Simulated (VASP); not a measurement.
# Co: single point with LDA

Crystal: Co.

```xyz
2
Lattice="-1.7734 1.7734 0.9858 1.7734 -1.7734 0.9858 1.7734 1.7734 -0.9858" Properties=species:S:1:pos:R:3 pbc="T T T"
Co    0.0000   -0.8867   -0.2465
Co    0.0000    0.8867    0.2465
```

```yaml
Program: VASP 6.6.1
Task: single point
Functional: LDA
Potentials_or_basis: VASP PAW LDA potentials, release 64 (Co)
Cutoff: 520 eV
k_mesh: 22 × 22 × 22
Occupations: fermi-dirac, width 0.1 eV
Spin: collinear spin, ferromagnetic start
Starting_moments: "[1.7, 1.7] μB"
```

* Pressure: 431.6 GPa
* Band gap on the k mesh: zero (filled and empty bands overlap)
* Net moment: 0.00 μB per cell

Stress tensor (GPa, compression positive):
```
425.49   0.00   0.00
  0.00 425.49   0.00
  0.00   0.00 443.77
```

Levels at points of the mesh, in eV from the Fermi level:
Spin up:
| k point | band 6 | band 7 | band 8 | band 9 | band 10 | band 11 | band 12 | band 13 |
| --- | --- | --- | --- | --- | --- | --- | --- | --- |
| (0.00, 0.00, 0.00) | -1.36 | -1.36 | -1.29 | -1.29 | 1.43 | 2.71 | 10.74 | 10.74 |
| (0.50, 0.00, 0.00) | -2.91 | -1.69 | -0.99 | 0.67 | 0.76 | 3.94 | 10.16 | 13.21 |
| (0.50, 0.50, 0.00) | -4.57 | -1.16 | -1.16 | -0.04 | -0.04 | 0.73 | 0.73 | 20.06 |
| (0.50, 0.50, 0.50) | -2.01 | -1.89 | -1.89 | -0.74 | -0.74 | -0.68 | -0.68 | 11.83 |
Spin down:
```csv
k point,band 7,band 8,band 9,band 10,band 11,band 12
"(0.00, 0.00, 0.00)",-1.36,-1.29,-1.29,1.43,2.71,10.74
"(0.50, 0.00, 0.00)",-1.69,-0.99,0.67,0.76,3.94,10.16
"(0.50, 0.50, 0.00)",-1.16,-1.16,-0.04,-0.04,0.73,0.73
"(0.50, 0.50, 0.50)",-1.89,-1.89,-0.74,-0.74,-0.68,-0.68
```

Wall time 10 min on 1 thread of Oxide Virtual Turin-like Processor, on a shared host, peak memory 0.34 GiB.

Caveat: atoms lie so close that the PAW spheres overlap strongly, which falsifies energies and pressures; the stress differs along the axes, from 425 to 444 GPa; the moments typed at the start vanished in this run.
